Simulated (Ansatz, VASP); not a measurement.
**BaTiO3: VASP beside Ansatz**

INCAR

```
PREC = Accurate
ENCUT = 520
EDIFF = 1E-6
ISMEAR = 0
SIGMA = 0.02
LREAL = F
LASPH = T
NELM = 60
ALGO = Normal
ISIF = 2
LWAVE = F
LCHARG = F
GGA = PE
NBANDS = 28
```

KPOINTS

```
Automatic mesh
0
Gamma
  8 8 8
```

POSCAR

```
BaTiO3
1.0
    4.0996359519      0.0000000000      0.0000000000
    0.0000000000      3.9986887195      0.0000000000
    0.0000000000      0.0000000000      3.9986887195
Ba Ti O
1 1 3
Direct
    0.5000000000      0.5000000000      0.5000000000
    0.0000000000      0.0000000000      0.0000000000
    0.5000000000      0.0000000000      0.0000000000
    0.0000000000      0.5000000000      0.0000000000
    0.0000000000      0.0000000000      0.5000000000
```

Input for Ansatz:

```yaml
crystal:
  lattice:
    - [4.0996359519, 0.0, 0.0]
    - [0.0, 3.9986887195, 0.0]
    - [0.0, 0.0, 3.9986887195]
  atoms:
    - { symbol: Ba, position: [0.5, 0.5, 0.5] }
    - { symbol: Ti, position: [0.0, 0.0, 0.0] }
    - { symbol: O, position: [0.5, 0.0, 0.0] }
    - { symbol: O, position: [0.0, 0.5, 0.0] }
    - { symbol: O, position: [0.0, 0.0, 0.5] }
basis:
  ecutwfc: 420
kpoints:
  mp_grid: { grid: [8, 8, 8] }
  band_path: { path: [VBM, CBM], npoints: 2 }
hamiltonian:
  xc: pbe
scf:
  occupations: { method: gaussian, width: 0.02 }
output:
  forces: true
  stress: true
  eigenvalues: true
checkpoint:
  read: start.run
  write: ck
  compress: false
  write_wavefunctions: false
  write_every: 100000
```

Alike in both runs: task single point; functional PBE; k mesh 8 × 8 × 8; occupations gaussian, width 0.02 eV; no spin polarisation.

|  | VASP | Ansatz |
| --- | --- | --- |
| version | VASP 6.6.1 | Ansatz 0.2.0 |
| potentials or method | VASP PAW PBE potentials, release 64 (Ba_sv, Ti_sv, O), cutoff 520 eV | scalar-relativistic, plane waves, PAW |
| valence electrons in the cell | 40 | 40 |

Ansatz gave:

| Property | Result |
| --- | --- |
| gap on the k mesh at the Fermi level (eV) | 1.71 |
| least direct gap on the mesh (eV) | 1.87 |
| pressure (GPa) | -1.4 |
| traceless stress, the component that is largest in VASP (GPa) | -2.75 |

Q: Estimate VASP's values.

A: gap on the k mesh at the Fermi level (eV): 1.65; least direct gap on the mesh (eV): 1.84; pressure (GPa): 0.3; traceless stress, the component that is largest in VASP (GPa): -2.85.

With one functional, cell and mesh, what is left measures potentials, basis and numerics.

Spin-orbit coupling is off throughout.
